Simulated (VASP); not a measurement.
# Re (Im-3m) in VASP: a series of runs

Re is run at these levels: LDA; tasks: single point.

Program: VASP 6.6.1. These are calculated values, not measurements. Logs are shortened: lines on timing, memory, paths and dates and some standing lists are left out, and cuts for length are marked.

### 1 The cell of the first run

The structure is cubic, space group Im-3m (No. 229). Conventional cell: a = 2.985 Å, b = 2.985 Å, c = 2.985 Å, α = 90.00°, β = 90.00°, γ = 90.00°. Re (site symmetry m-3m) has 14 Re at 2.59 to 2.99 Å within 3.4 Å.

This isn't the form of Re at room conditions, which is hcp.

### 2 Single point, LDA (13.30 Å³/atom)

Input file INCAR:

```
PREC = Accurate
ENCUT = 560
EDIFF = 1E-6
ISMEAR = -1
SIGMA = 0.1
LREAL = False
LASPH = True
NELM = 120
ALGO = Normal
ISIF = 2
LWAVE = False
LCHARG = False
GGA = CA
NBANDS = 14
GGA_COMPAT = False
```

Input file KPOINTS:

```
regular mesh
0
Gamma
  16 16 16
```

Input file POSCAR:

```
Re
1.0
   -1.4926837732      1.4926837732      1.4926837732
    1.4926837732     -1.4926837732      1.4926837732
    1.4926837732      1.4926837732     -1.4926837732
Re
1
Direct
    0.0000000000      0.0000000000      0.0000000000
```

Potentials or basis: VASP PAW LDA potentials, release 64 (Re_sv_GW).

Run with:

```sh
> cat potpaw_LDA.64/Re_sv_GW/POTCAR > POTCAR
> mpirun -np 1 vasp_std > vasp.out
```

OUTCAR:

```text
PREC = Accurate
   ENCUT = 560
   EDIFF = 1E-6
   ISMEAR = -1
   LREAL = False
   LASPH = True
   NELM = 120
   ISIF = 2
   GGA = CA

 ion  position               nearest neighbor table
   1  0.000  0.000  0.000-

  LATTYP: Found a body centered cubic cell.
 ALAT       =     2.9853675464

  Lattice vectors:

 A1 = (  -1.4926837732,   1.4926837732,   1.4926837732)
 A2 = (   1.4926837732,  -1.4926837732,   1.4926837732)
 A3 = (   1.4926837732,   1.4926837732,  -1.4926837732)

Analysis of symmetry for initial positions (statically):
=====================================================================
 Subroutine PRICEL returns:
 Original cell was already a primitive cell.

 Routine SETGRP: Setting up the symmetry group for a
 body centered cubic supercell.

 Subroutine GETGRP returns: Found 48 space group operations
 (whereof 48 operations were pure point group operations)
 out of a pool of 48 trial point group operations.

The static configuration has the point symmetry O_h .

Analysis of symmetry for dynamics (positions and initial velocities):
=====================================================================
 Subroutine PRICEL returns:
 Original cell was already a primitive cell.

 Routine SETGRP: Setting up the symmetry group for a
 body centered cubic supercell.

 Subroutine GETGRP returns: Found 48 space group operations
 (whereof 48 operations were pure point group operations)
 out of a pool of 48 trial point group operations.

The dynamic configuration has the point symmetry O_h .

 Subroutine INISYM returns: Found 48 space group operations
 (whereof 48 operations are pure point group operations),
 and found     1 'primitive' translations

----------------------------------------------------------------------------------------

                                     Primitive cell

  volume of cell :      13.3034

  direct lattice vectors                    reciprocal lattice vectors
    -1.492683773  1.492683773  1.492683773     0.000000000  0.334967130  0.334967130
     1.492683773 -1.492683773  1.492683773     0.334967130  0.000000000  0.334967130
     1.492683773  1.492683773 -1.492683773     0.334967130  0.334967130  0.000000000

  length of vectors
     2.585404135  2.585404135  2.585404135     0.473715059  0.473715059  0.473715059

  position of ions in fractional coordinates (direct lattice)
     0.000000000  0.000000000  0.000000000

  ion indices of the primitive-cell ions
   primitive index   ion index
                 1           1

----------------------------------------------------------------------------------------

 KPOINTS: regular mesh

Automatic generation of k-mesh.
 Grid dimensions read from file:
 generate k-points for:   16   16   16

 Generating k-lattice:

  Cartesian coordinates                     Fractional coordinates (reciprocal lattice)
     0.000000000  0.020935446  0.020935446     0.062500000  0.000000000  0.000000000
     0.020935446  0.000000000  0.020935446     0.000000000  0.062500000  0.000000000
     0.020935446  0.020935446  0.000000000     0.000000000  0.000000000  0.062500000

  Length of vectors
     0.029607191  0.029607191  0.029607191

  Shift w.r.t. Gamma in fractional coordinates (k-lattice)
     0.000000000  0.000000000  0.000000000

 Subroutine IBZKPT returns following result:
 ===========================================

 Found    145 irreducible k-points:

 Following reciprocal coordinates:
            Coordinates               Weight
  0.000000  0.000000  0.000000      1.000000
  0.062500  0.000000  0.000000     12.000000
  0.125000  0.000000  0.000000     12.000000
  0.187500  0.000000  0.000000     12.000000
  0.250000  0.000000  0.000000     12.000000
  0.312500  0.000000  0.000000     12.000000
[... 16 lines left out ...]
  0.187500  0.187500  0.000000     24.000000
  0.250000  0.187500 -0.000000     48.000000
 [... further k-points ...]
   k-points           NKPTS =    145   k-points in BZ     NKDIM =    145   number of bands    NBANDS=     14
   number of dos      NEDOS =    301   number of ions     NIONS =      1
   total plane-waves  NPLWV =   8000
   dimension x,y,z NGX =    20 NGY =   20 NGZ =   20
   dimension x,y,z NGXF=    40 NGYF=   40 NGZF=   40
   ions per type =               1
   NGX,Y,Z   is equivalent  to a cutoff of  12.86, 12.86, 12.86 a.u.
   NGXF,Y,Z  is equivalent  to a cutoff of  25.72, 25.72, 25.72 a.u.
 SYSTEM =  unknown system
   PREC   = accura    normal or accurate (medium, high low for compatibility)
   ISTART =      0    job   : 0-new  1-cont  2-samecut
   ICHARG =      2    charge: 1-file 2-atom 10-const
   ISPIN  =      1    spin polarized calculation?
   LNONCOLLINEAR =      F non collinear calculations
   LSORBIT =      F    spin-orbit coupling
   LASPH  =      T    aspherical Exc in radial PAW
   ENCUT  =  560.0 eV  41.16 Ry    6.42 a.u.   4.99  4.99  4.99*2*pi/ulx,y,z
   NELM   =    120;   NELMIN=  2; NELMDL= -5     # of ELM steps
   EDIFF  = 0.1E-05   stopping-criterion for ELM
   LREAL  =      F    real-space projection
   EDIFFG = 0.1E-04   stopping-criterion for IOM
   NSW    =      0    number of steps for IOM
   IBRION =     -1    ionic relax: 0-MD 1-quasi-New 2-CG
   NFREE  =      0    steps in history (QN), initial steepest desc. (CG)
   ISIF   =      2    stress and relaxation
   ISYM   =      2    0-nonsym 1-usesym 2-fastsym
   POTIM  = 0.5000    time-step for ionic-motion
   TEBEG  =    0.0;   TEEND  =   0.0 temperature during run
   PSTRESS=    0.0 pullay stress
   NELECT =      15.0000    total number of electrons
   NUPDOWN=      -1.0000    fix difference up-down
   EMIN   =  10.00;   EMAX   =-10.00  energy-range for DOS
   EFERMI =   0.00;   METHOD = LEGACY
   ISMEAR =    -1;   SIGMA  =   0.10  broadening in eV -4-tet -1-fermi 0-gaus
   EFERMI_NEDOS =   21; number of points for ismear=-14 and -15
   IALGO  =     38    algorithm
   IMIX   =      4    mixing-type and parameters
     AMIX     =   0.40;   BMIX     =  1.00
     AMIX_MAG =   1.60;   BMIX_MAG =  1.00
  volume/ion in A,a.u.               =      13.30        89.78
  Fermi-wavevector in a.u.,A,eV,Ry     =   1.703926  3.219954 39.502671  2.903364
  Thomas-Fermi vector in A             =   2.783423
   LORBIT       =      0    0 simple, 1 ext, 2 COOP (PROOUT), +10 PAW based schemes
   GGA     = CA    functional components
   LHFCALC =     F    Hartree Fock is set to
   AEXX    =    0.0000 exact exchange contribution
   IVDW    =     0    specifies the selected vdW correction
   LEPSILON=     F    determine dielectric tensor
   LRPA    =     F    only Hartree local field effects (RPA)
 non-spin polarized calculation
  energy-cutoff  :      560.00
  volume of cell :       13.30
 maximum number of plane-waves:       420
   NGX =  9   NGY =  9   NGZ =  9

 number of electron      15.0000000 magnetization

 Free energy of the ion-electron system (eV)
  ---------------------------------------------------
  ext. energy  EPLUGINS =         0.00000000
  ---------------------------------------------------
  free energy    TOTEN  =       -14.91289104 eV

  energy without entropy =      -14.88220415  energy(sigma->0) =      -14.89754759

 E-fermi :  15.5320     XC(G=0): -15.0339

 val. band max:       15.5217075511   @ k =  -0.3750   0.5000   0.0625
 cond. band min:      15.5326546465   @ k =  -0.3125   0.3125   0.0625
 fundamental gap:      0.0109470954
 Fermi energy:        15.5319787406

 k-point     1 :       0.0000    0.0000    0.0000
  band No.  band energies     occupation
      1     -64.8642      2.00000
      2     -26.1210      2.00000
      3     -26.1210      2.00000
      4     -26.1210      2.00000
      5       4.1617      2.00000
      6      12.4969      2.00000
      7      12.4969      2.00000
      8      12.4969      2.00000
      9      16.4104      0.00031
     10      16.4104      0.00031
     11      30.3344      0.00000
     12      30.3344      0.00000
     13      30.3344      0.00000
     14      44.6495      0.00000

 k-point     2 :       0.0625    0.0000    0.0000
  band No.  band energies     occupation
      1     -64.8567      2.00000
      2     -26.1936      2.00000
      3     -26.1433      2.00000
      4     -26.1215      2.00000
      5       4.3830      2.00000
      6      12.3689      2.00000
      7      12.4755      2.00000
      8      12.7094      2.00000
      9      16.2062      0.00236
     10      16.4132      0.00030
     11      30.5180      0.00000
     12      30.6952      0.00000
     13      30.8663      0.00000
     14      42.7137      0.00000

 k-point     3 :       0.1250    0.0000    0.0000
  band No.  band energies     occupation
      1     -64.8350      2.00000
      2     -26.3956      2.00000
      3     -26.2063      2.00000
      4     -26.1230      2.00000
      5       5.0081      2.00000
      6      12.0222      2.00000
      7      12.3721      2.00000
      8      13.3373      2.00000
      9      15.8082      0.11884
     10      16.4336      0.00024
     11      30.9594      0.00000
     12      31.7380      0.00000
     13      32.1830      0.00000
     14      40.2562      0.00000

 k-point     4 :       0.1875    0.0000    0.0000
  band No.  band energies     occupation
      1     -64.8024      2.00000
      2     -26.6897      2.00000
      3     -26.2992      2.00000
      4     -26.1249      2.00000
      5       5.9052      2.00000
      6      11.5452      2.00000
      7      12.1648      2.00000
      8      14.3511      1.99999
      9      15.6010      0.66787
     10      16.4998      0.00013
     11      31.2464      0.00000
     12      33.3671      0.00000
     13      33.4144      0.00000
     14      38.6642      0.00000

 k-point     5 :       0.2500    0.0000    0.0000
  band No.  band energies     occupation
      1     -64.7637      2.00000
      2     -27.0247      2.00000
      3     -26.4070      2.00000
      4     -26.1276      2.00000
      5       6.7984      2.00000
      6      11.0345      2.00000
      7      12.1000      2.00000
      8      15.6973      0.32126
      9      15.7270      0.24900
     10      16.6362      0.00003
     11      30.7582      0.00000
[... 276 lines left out ...]
 k-point    22 :       0.4375    0.1250    0.0000
  band No.  band energies     occupation
      1     -64.6543      2.00000
      2     -27.7676      2.00000
      3     -26.7684      2.00000
      4     -26.2267      2.00000
      5       7.7894      2.00000
      6      10.0849      2.00000
      7      14.2478      1.99999
      8      16.1730      0.00328
      9      18.0450      0.00000
     10      22.1936      0.00000
     11      26.4531      0.00000
     12      28.3742      0.00000
     13      33.1400      0.00000
     14      38.8156      0.00000

 k-point    23 :       0.1875    0.1875    0.0000
  band No.  band energies     occupation
      1     -64.7155      2.00000
      2     -27.3116      2.00000
      3     -26.5435      2.00000
      4     -26.2489      2.00000
      5       8.1296      2.00000
      6      10.8151      2.00000
      7      11.3139      2.00000
      8      15.3638      1.68617
      9      17.2948      0.00000
     10      18.3651      0.00000
     11      30.1996      0.00000
     12      32.5978      0.00000
     13      35.6082      0.00000
     14      35.6731      0.00000

 k-point    24 :       0.2500    0.1875   -0.0000
  band No.  band energies     occupation
      1     -64.6850      2.00000
      2     -27.4832      2.00000
      3     -26.6891      2.00000
      4     -26.2721      2.00000
      5       8.5175      2.00000
      6      10.5299      2.00000
      7      11.7579      2.00000
      8      15.6771      0.37962
      9      17.4263      0.00000
     10      20.2453      0.00000
     11      28.7373      0.00000
     12      31.6212      0.00000
     13      33.9569      0.00000
     14      36.7459      0.00000

 [... further k-points ...]

------------------------ aborting loop because EDIFF is reached ----------------------------------------

  FORCE on cell =-STRESS in cart. coord.  units (eV):
  Direction    XX          YY          ZZ          XY          YZ          ZX
  --------------------------------------------------------------------------------------
  -------------------------------------------------------------------------------------
  Total        3.3678913      3.3678913      3.3678913      0.0000000      0.0000000     -0.0000000
  in kB      405.6067964    405.6067964    405.6067964      0.0000000      0.0000000     -0.0000000
  external PRESSURE =     405.6067964 kB  Pullay stress =       0.0000000 kB

 VOLUME and BASIS-vectors are now :
 -----------------------------------------------------------------------------
  energy-cutoff  :      560.00
  volume of cell :       13.30
      direct lattice vectors                 reciprocal lattice vectors
    -1.492683773  1.492683773  1.492683773     0.000000000  0.334967130  0.334967130
     1.492683773 -1.492683773  1.492683773     0.334967130  0.000000000  0.334967130
     1.492683773  1.492683773 -1.492683773     0.334967130  0.334967130  0.000000000

 POSITION                                       TOTAL-FORCE (eV/Angst)
 -----------------------------------------------------------------------------------
      0.00000      0.00000      0.00000         0.000000      0.000000     -0.000000
 -----------------------------------------------------------------------------------
    total drift:                                0.000000      0.000000      0.000000

  FREE ENERGIE OF THE ION-ELECTRON SYSTEM (eV)
  ---------------------------------------------------
  free  energy   TOTEN  =       -14.9128910423 eV

  energy  without entropy=      -14.8822041454  energy(sigma->0) =      -14.89754759
```

Wall time 14 s (1 thread of Intel Xeon Platinum 8559C (Emerald Rapids), shared host); peak memory 0.14 GiB.

What came out:

| Quantity | Value |
| --- | --- |
| Free energy | -14.9129 eV |
| Pressure | 40.6 GPa |
| Band gap on the k mesh | zero (an odd number of electrons rules out a gap without spin polarisation) |

Caveat: the cell stands under pressure; spin-orbit coupling is left out, which moves the levels of the heavy elements.

### 3 Single point, LDA (14.46 Å³/atom)

This run uses another cell than the first one, of 14.46 Å³/atom.

Input file INCAR:

```
SYSTEM = Re
PREC     = Accurate       ! precision mode
ENCUT    = 560            ! plane-wave cutoff, eV
EDIFF    = 1E-6           ! SCF threshold, eV
ISMEAR   = -1             ! smearing method
SIGMA    = 0.1            ! smearing width, eV
LREAL    = .FALSE.        ! projectors in reciprocal space
LASPH    = .TRUE.         ! aspherical terms in the spheres
NELM     = 120            ! most SCF steps
ALGO     = Normal         ! electronic algorithm
ISIF     = 2              ! what is computed and relaxed
LWAVE    = .FALSE.        ! write WAVECAR
LCHARG   = .FALSE.        ! write CHGCAR
GGA      = CA             ! functional
NBANDS   = 14             ! bands
GGA_COMPAT= .FALSE.
```

Input file KPOINTS:

```
Automatic mesh
0
G
  16 16 16
  0 0 0
```

Input file POSCAR:

```
Re
1.0
   -1.5347531587      1.5347531587      1.5347531587
    1.5347531587     -1.5347531587      1.5347531587
    1.5347531587      1.5347531587     -1.5347531587
Re
1
Direct
    0.0000000000      0.0000000000      0.0000000000
```

Potentials or basis: VASP PAW LDA potentials, release 64 (Re_sv_GW).

Run with:

```sh
> cat potpaw_LDA.64/Re_sv_GW/POTCAR > POTCAR
> mpirun -np 1 vasp_std > vasp.out
```

OUTCAR:

```text
SYSTEM = Re
   PREC = Accurate
   ENCUT = 560
   EDIFF = 1E-6
   ISMEAR = -1
   LREAL = .FALSE.
   LASPH = .TRUE.
   NELM = 120
   ISIF = 2
   GGA = CA

 ion  position               nearest neighbor table
   1  0.000  0.000  0.000-

  LATTYP: Found a body centered cubic cell.
 ALAT       =     3.0695063174

  Lattice vectors:

 A1 = (  -1.5347531587,   1.5347531587,   1.5347531587)
 A2 = (   1.5347531587,  -1.5347531587,   1.5347531587)
[... 587 lines left out ...]
     14      34.4330      0.00000

 [... further k-points ...]

------------------------ aborting loop because EDIFF is reached ----------------------------------------

  FORCE on cell =-STRESS in cart. coord.  units (eV):
  Direction    XX          YY          ZZ          XY          YZ          ZX
  --------------------------------------------------------------------------------------
  -------------------------------------------------------------------------------------
  Total        0.0379633      0.0379633      0.0379633     -0.0000000      0.0000000     -0.0000000
  in kB        4.2062879      4.2062879      4.2062879     -0.0000000      0.0000000     -0.0000000
  external PRESSURE =       4.2062879 kB  Pullay stress =       0.0000000 kB

 VOLUME and BASIS-vectors are now :
 -----------------------------------------------------------------------------
  energy-cutoff  :      560.00
  volume of cell :       14.46
      direct lattice vectors                 reciprocal lattice vectors
    -1.534753159  1.534753159  1.534753159     0.000000000  0.325785288  0.325785288
     1.534753159 -1.534753159  1.534753159     0.325785288  0.000000000  0.325785288
     1.534753159  1.534753159 -1.534753159     0.325785288  0.325785288  0.000000000

 POSITION                                       TOTAL-FORCE (eV/Angst)
 -----------------------------------------------------------------------------------
      0.00000      0.00000      0.00000         0.000000     -0.000000     -0.000000
 -----------------------------------------------------------------------------------
    total drift:                                0.000000      0.000000     -0.000000

  FREE ENERGIE OF THE ION-ELECTRON SYSTEM (eV)
  ---------------------------------------------------
  free  energy   TOTEN  =       -15.0607260142 eV

  energy  without entropy=      -15.0270655758  energy(sigma->0) =      -15.04389579
```

OSZICAR:

```text
N       E                     dE             d eps       ncg     rms          rms(c)
DAV:   1     0.821433949793E+02    0.82143E+02   -0.99728E+03  4140   0.116E+03
DAV:   2    -0.144593419222E+02   -0.96603E+02   -0.91407E+02  5224   0.313E+02
DAV:   3    -0.161914069200E+02   -0.17321E+01   -0.17236E+01  4516   0.376E+01
DAV:   4    -0.161951026690E+02   -0.36957E-02   -0.36957E-02  4936   0.222E+00
DAV:   5    -0.161951179529E+02   -0.15284E-04   -0.15286E-04  4600   0.119E-01    0.108E+02
DAV:   6    -0.152319692978E+02    0.96315E+00   -0.87241E-01  4192   0.917E+00    0.649E+01
DAV:   7    -0.151003773563E+02    0.13159E+00   -0.66269E-01  4432   0.763E+00    0.820E+00
DAV:   8    -0.150608452322E+02    0.39532E-01   -0.10376E-01  4126   0.332E+00    0.291E+00
DAV:   9    -0.150607474297E+02    0.97802E-04   -0.21576E-03  4654   0.522E-01    0.183E+00
DAV:  10    -0.150607274006E+02    0.20029E-04   -0.50439E-05  4492   0.753E-02    0.470E-01
DAV:  11    -0.150607259881E+02    0.14126E-05   -0.47342E-06  4648   0.239E-02    0.126E-01
DAV:  12    -0.150607260142E+02   -0.26163E-07   -0.21897E-07  2270   0.509E-03
   1 F= -.15060726E+02 E0= -.15043896E+02  d E =-.336604E-01
```

Wall time 27 s (1 thread of Intel Xeon Platinum 8375C at 2.90GHz (Ice Lake), shared host); peak memory 0.16 GiB.

Results:

```yaml
Free_energy: -15.0607 eV
Pressure: 0.4 GPa
Band_gap_on_the_k_mesh: zero (an odd number of electrons rules out a gap without spin polarisation)
```

Caveat: spin-orbit coupling is left out, which moves the levels of the heavy elements.

The gap in the log of VASP goes by the Fermi energy; the results here count the filled bands.